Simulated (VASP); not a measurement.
# GaP in VASP: single point with PBEsol

Aim: the single point of GaP with PBEsol.

Program: VASP 6.6.1. These are calculated values, not measurements. Logs are shortened: lines on timing, memory, paths and dates and some standing lists are left out, and cuts for length are marked.

**1. The cell of the first run**

The typed cell holds 2 atoms: a = 3.854 Å, b = 3.854 Å, c = 3.854 Å, α = 60.00°, β = 60.00°, γ = 60.00°.

**2. Single point, PBEsol**

File INCAR:

```
ALGO = Normal
EDIFF = 1E-7
ENCUT = 520
GGA = PS
ISIF = 2
ISMEAR = 0
LASPH = T
LCHARG = T
LELF = T
LREAL = F
LVHAR = T
LWAVE = F
NBANDS = 16
NELM = 60
PREC = Accurate
SIGMA = 0.01
```

File KPOINTS:

```
k-points
0
Gamma
  5 5 5
```

File POSCAR:

```
GaP
1.0
    0.0000000000      2.7252500000      2.7252500000
    2.7252500000      0.0000000000      2.7252500000
    2.7252500000      2.7252500000      0.0000000000
Ga P
1 1
Direct
    0.0165143023      0.0203199556     -0.0185649439
    0.2665363961      0.2702602478      0.2314547957
```

Potentials or basis: VASP PAW PBE potentials, release 64 (Ga_d, P).

Run with:

```console
$ cat potpaw_PBE.64/Ga_d/POTCAR potpaw_PBE.64/P/POTCAR > POTCAR
$ mpirun -np 1 vasp_std > vasp.out
```

OUTCAR:

```text
EDIFF = 1E-7
   ENCUT = 520
   GGA = PS
   ISIF = 2
   ISMEAR = 0
   LASPH = T
   LREAL = F
   NELM = 60
   PREC = Accurate

 ion  position               nearest neighbor table
   1  0.017  0.020  0.981-   2 2.36   2 2.36   2 2.36   2 2.36
   2  0.267  0.270  0.231-   1 2.36   1 2.36   1 2.36   1 2.36

  LATTYP: Found a face centered cubic cell.
 ALAT       =     5.4505000000

  Lattice vectors:

 A1 = (   0.0000000000,   2.7252500000,   2.7252500000)
 A2 = (   2.7252500000,   0.0000000000,   2.7252500000)
 A3 = (   2.7252500000,   2.7252500000,   0.0000000000)

Analysis of symmetry for initial positions (statically):
=====================================================================
 Subroutine PRICEL returns:
 Original cell was already a primitive cell.

 Routine SETGRP: Setting up the symmetry group for a
 face centered cubic supercell.

 Subroutine GETGRP returns: Found  6 space group operations
 (whereof  1 operations were pure point group operations)
 out of a pool of 48 trial point group operations.

The static configuration has the point symmetry C_1 .
 The point group associated with its full space group is C_3v.

Analysis of symmetry for dynamics (positions and initial velocities):
=====================================================================
 Subroutine PRICEL returns:
 Original cell was already a primitive cell.

 Routine SETGRP: Setting up the symmetry group for a
 face centered cubic supercell.

 Subroutine GETGRP returns: Found  6 space group operations
 (whereof  1 operations were pure point group operations)
 out of a pool of 48 trial point group operations.

The dynamic configuration has the point symmetry C_1 .
 The point group associated with its full space group is C_3v.

 Subroutine INISYM returns: Found  6 space group operations
 (whereof  1 operations are pure point group operations),
 and found     1 'primitive' translations

----------------------------------------------------------------------------------------

                                     Primitive cell

  volume of cell :      40.4808

  direct lattice vectors                    reciprocal lattice vectors
     0.000000000  2.725250000  2.725250000    -0.183469406  0.183469406  0.183469406
     2.725250000  0.000000000  2.725250000     0.183469406 -0.183469406  0.183469406
     2.725250000  2.725250000  0.000000000     0.183469406  0.183469406 -0.183469406

  length of vectors
     3.854085511  3.854085511  3.854085511     0.317778334  0.317778334  0.317778334

  position of ions in fractional coordinates (direct lattice)
     0.016514302  0.020319956  0.981435056
     0.266536396  0.270260248  0.231454796

  ion indices of the primitive-cell ions
   primitive index   ion index
                 1           1
                 2           2

----------------------------------------------------------------------------------------

 KPOINTS: k-points

Automatic generation of k-mesh.
 Grid dimensions read from file:
 generate k-points for:    5    5    5

 Generating k-lattice:

  Cartesian coordinates                     Fractional coordinates (reciprocal lattice)
    -0.036693881  0.036693881  0.036693881     0.200000000  0.000000000  0.000000000
     0.036693881 -0.036693881  0.036693881     0.000000000  0.200000000  0.000000000
     0.036693881  0.036693881 -0.036693881     0.000000000  0.000000000  0.200000000

  Length of vectors
     0.063555667  0.063555667  0.063555667

  Shift w.r.t. Gamma in fractional coordinates (k-lattice)
     0.000000000  0.000000000  0.000000000

 Subroutine IBZKPT returns following result:
 ===========================================

 Found     19 irreducible k-points:

 Following reciprocal coordinates:
            Coordinates               Weight
  0.000000  0.000000  0.000000      1.000000
  0.200000  0.000000  0.000000      6.000000
  0.000000  0.200000  0.000000      2.000000
  0.400000  0.000000  0.000000      6.000000
  0.000000  0.400000  0.000000      2.000000
  0.200000  0.200000  0.000000      6.000000
[... 11 lines left out ...]
 -0.400000  0.400000  0.200000     12.000000
  0.200000 -0.400000  0.400000     12.000000
   k-points           NKPTS =     19   k-points in BZ     NKDIM =     19   number of bands    NBANDS=     16
   number of dos      NEDOS =    301   number of ions     NIONS =      2
   total plane-waves  NPLWV =  27000
   dimension x,y,z NGX =    30 NGY =   30 NGZ =   30
   dimension x,y,z NGXF=    60 NGYF=   60 NGZF=   60
   ions per type =               1   1
   NGX,Y,Z   is equivalent  to a cutoff of  12.94, 12.94, 12.94 a.u.
   NGXF,Y,Z  is equivalent  to a cutoff of  25.88, 25.88, 25.88 a.u.
 SYSTEM =  unknown system
   PREC   = accura    normal or accurate (medium, high low for compatibility)
   ISTART =      0    job   : 0-new  1-cont  2-samecut
   ICHARG =      2    charge: 1-file 2-atom 10-const
   ISPIN  =      1    spin polarized calculation?
   LNONCOLLINEAR =      F non collinear calculations
   LSORBIT =      F    spin-orbit coupling
   LASPH  =      T    aspherical Exc in radial PAW
   ENCUT  =  520.0 eV  38.22 Ry    6.18 a.u.   7.17  7.17  7.17*2*pi/ulx,y,z
   NELM   =     60;   NELMIN=  2; NELMDL= -5     # of ELM steps
   EDIFF  = 0.1E-06   stopping-criterion for ELM
   LREAL  =      F    real-space projection
   EDIFFG = 0.1E-05   stopping-criterion for IOM
   NSW    =      0    number of steps for IOM
   IBRION =     -1    ionic relax: 0-MD 1-quasi-New 2-CG
   NFREE  =      0    steps in history (QN), initial steepest desc. (CG)
   ISIF   =      2    stress and relaxation
   ISYM   =      2    0-nonsym 1-usesym 2-fastsym
   POTIM  = 0.5000    time-step for ionic-motion
   TEBEG  =    0.0;   TEEND  =   0.0 temperature during run
   PSTRESS=    0.0 pullay stress
   NELECT =      18.0000    total number of electrons
   NUPDOWN=      -1.0000    fix difference up-down
   EMIN   =  10.00;   EMAX   =-10.00  energy-range for DOS
   EFERMI =   0.00;   METHOD = LEGACY
   ISMEAR =     0;   SIGMA  =   0.01  broadening in eV -4-tet -1-fermi 0-gaus
   EFERMI_NEDOS =   21; number of points for ismear=-14 and -15
   IALGO  =     38    algorithm
   IMIX   =      4    mixing-type and parameters
     AMIX     =   0.40;   BMIX     =  1.00
     AMIX_MAG =   1.60;   BMIX_MAG =  1.00
  volume/ion in A,a.u.               =      20.24       136.59
  Fermi-wavevector in a.u.,A,eV,Ry     =   1.249538  2.361284 21.243377  1.561344
  Thomas-Fermi vector in A             =   2.383574
   LORBIT       =      0    0 simple, 1 ext, 2 COOP (PROOUT), +10 PAW based schemes
   GGA     = PS    functional components
   LHFCALC =     F    Hartree Fock is set to
   AEXX    =    0.0000 exact exchange contribution
   IVDW    =     0    specifies the selected vdW correction
   LEPSILON=     F    determine dielectric tensor
   LRPA    =     F    only Hartree local field effects (RPA)
 non-spin polarized calculation
 Gauss-broadening in eV      SIGMA  =   0.01
  energy-cutoff  :      520.00
  volume of cell :       40.48
 maximum number of plane-waves:      1103
 NGX is ok and might be reduce to    30
   NGX = 15   NGY = 15   NGZ = 15

 number of electron      17.9999993 magnetization

 Free energy of the ion-electron system (eV)
  ---------------------------------------------------
  ext. energy  EPLUGINS =         0.00000000
  ---------------------------------------------------
  free energy    TOTEN  =        -9.87414821 eV

  energy without entropy =       -9.87414821  energy(sigma->0) =       -9.87414821

 E-fermi :   4.6543     XC(G=0): -10.0140

 val. band max:        4.5880745512   @ k =   0.0000   0.0000   0.0000
 cond. band min:       6.0573768735   @ k =   0.4000   0.4000   0.0000
 fundamental gap:      1.4693023223
 Fermi energy:         4.6543267090

 k-point     1 :       0.0000    0.0000    0.0000
  band No.  band energies     occupation
      1      -9.9731      2.00000
      2      -9.9731      2.00000
      3      -9.9730      2.00000
      4      -9.8730      2.00000
      5      -9.8730      2.00000
      6      -7.9405      2.00000
[... 8 lines left out ...]
     15      14.3490      0.00000
     16      14.3490      0.00000

 k-point     2 :       0.2000    0.0000    0.0000
  band No.  band energies     occupation
      1     -10.0042      2.00000
      2      -9.9624      2.00000
      3      -9.9624      2.00000
      4      -9.8726      2.00000
      5      -9.8726      2.00000
      6      -7.4296      2.00000
[... 8 lines left out ...]
     15      13.4134      0.00000
     16      14.4702      0.00000

 k-point     3 :       0.0000    0.2000    0.0000
  band No.  band energies     occupation
      1     -10.0042      2.00000
      2      -9.9624      2.00000
      3      -9.9624      2.00000
      4      -9.8726      2.00000
      5      -9.8726      2.00000
      6      -7.4296      2.00000
[... 8 lines left out ...]
     15      13.4137      0.00000
     16      14.4701      0.00000

 k-point     4 :       0.4000    0.0000    0.0000
  band No.  band energies     occupation
      1     -10.0478      2.00000
      2      -9.9497      2.00000
      3      -9.9496      2.00000
      4      -9.8672      2.00000
      5      -9.8672      2.00000
      6      -6.1928      2.00000
[... 8 lines left out ...]
     15      15.0697      0.00000
     16      15.0703      0.00000
[... 229 lines left out ...]
 k-point    17 :       0.4000    0.0000   -0.4000
  band No.  band energies     occupation
      1     -10.0793      2.00000
      2      -9.9221      2.00000
      3      -9.9131      2.00000
      4      -9.8974      2.00000
      5      -9.8576      2.00000
      6      -4.9218      2.00000
[... 8 lines left out ...]
     15      15.4625      0.00000
     16      18.6799      0.00000

 k-point    18 :      -0.4000    0.4000    0.2000
  band No.  band energies     occupation
      1     -10.0677      2.00000
      2      -9.9357      2.00000
      3      -9.9180      2.00000
      4      -9.8884      2.00000
      5      -9.8630      2.00000
      6      -5.2286      2.00000
[... 8 lines left out ...]
     15      16.0879      0.00000
     16      18.7359      0.00000

 k-point    19 :       0.2000   -0.4000    0.4000
  band No.  band energies     occupation
      1     -10.0677      2.00000
      2      -9.9357      2.00000
      3      -9.9180      2.00000
      4      -9.8884      2.00000
      5      -9.8630      2.00000
      6      -5.2287      2.00000
[... 8 lines left out ...]
     15      16.0880      0.00000
     16      18.7361      0.00000

------------------------ aborting loop because EDIFF is reached ----------------------------------------

  FORCE on cell =-STRESS in cart. coord.  units (eV):
  Direction    XX          YY          ZZ          XY          YZ          ZX
  --------------------------------------------------------------------------------------
  -------------------------------------------------------------------------------------
  Total       -0.1251687     -0.1251687     -0.1251687      0.0008257      0.0008257     -0.0008257
  in kB       -4.9540135     -4.9540135     -4.9540135      0.0326785      0.0326785     -0.0326785
  external PRESSURE =      -4.9540135 kB  Pullay stress =       0.0000000 kB

 VOLUME and BASIS-vectors are now :
 -----------------------------------------------------------------------------
  energy-cutoff  :      520.00
  volume of cell :       40.48
      direct lattice vectors                 reciprocal lattice vectors
     0.000000000  2.725250000  2.725250000    -0.183469406  0.183469406  0.183469406
     2.725250000  0.000000000  2.725250000     0.183469406 -0.183469406  0.183469406
     2.725250000  2.725250000  0.000000000     0.183469406  0.183469406 -0.183469406

 POSITION                                       TOTAL-FORCE (eV/Angst)
 -----------------------------------------------------------------------------------
      2.73003      2.71966      0.10038        -0.000913      0.000913     -0.000913
      1.36730      1.35715      1.46291         0.000913     -0.000913      0.000913
 -----------------------------------------------------------------------------------
    total drift:                                0.000408     -0.001230     -0.000675

  FREE ENERGIE OF THE ION-ELECTRON SYSTEM (eV)
  ---------------------------------------------------
  free  energy   TOTEN  =        -9.8741482107 eV

  energy  without entropy=       -9.8741482107  energy(sigma->0) =       -9.87414821
```

Run time: 16 s. Hardware: 1 thread of Intel Xeon Platinum 8488C (Sapphire Rapids), shared host; peak memory 0.16 GiB.

What came out:

| Item | Value |
| --- | --- |
| Free energy | -9.8741 eV |
| Pressure | -0.5 GPa |
| Band gap on the k mesh | 1.47 eV, indirect (least direct gap 1.74 eV) |

Caveat: the PAW data sets were made with another functional, which shifts forces and pressure a little. A k mesh can miss the band edges.
